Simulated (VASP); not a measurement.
Input of a VASP 6.6.1 run:

INCAR

```
ALGO = Normal
EDIFF = 1E-8
ENCUT = 520
GGA = PS
IBRION = 8
ISIF = 2
ISMEAR = -1
LASPH = True
LCHARG = False
LREAL = False
LWAVE = False
NELM = 60
NSW = 1
PREC = Accurate
SIGMA = 0.15
```

The input KPOINTS:

```
k-points
0
Gamma
  18 18 10
```

Contents of POSCAR:

```
Os
1.0
    2.7289174778      0.0000000000      0.0000000000
   -1.3644587389      2.3633118607      0.0000000000
    0.0000000000      0.0000000000      4.3114564544
Os
2
Direct
    0.3333333333      0.6666666667      0.2500000000
    0.6666666667      0.3333333333      0.7500000000
```

Potentials or basis: VASP PAW PBE potentials, release 64 (Os).

Command:

```bash
$ cat potpaw_PBE.64/Os/POTCAR > POTCAR
$ mpirun -np 1 vasp_std > vasp.out
```

**Question.** Predict the highest phonon frequency at Γ.

**Answer.** 221 cm⁻¹.

Phonon frequencies in cm⁻¹ (negative: imaginary):
```
              q point        frequencies
(0.000, 0.000, 0.000)  0 0 0 167 167 221
```
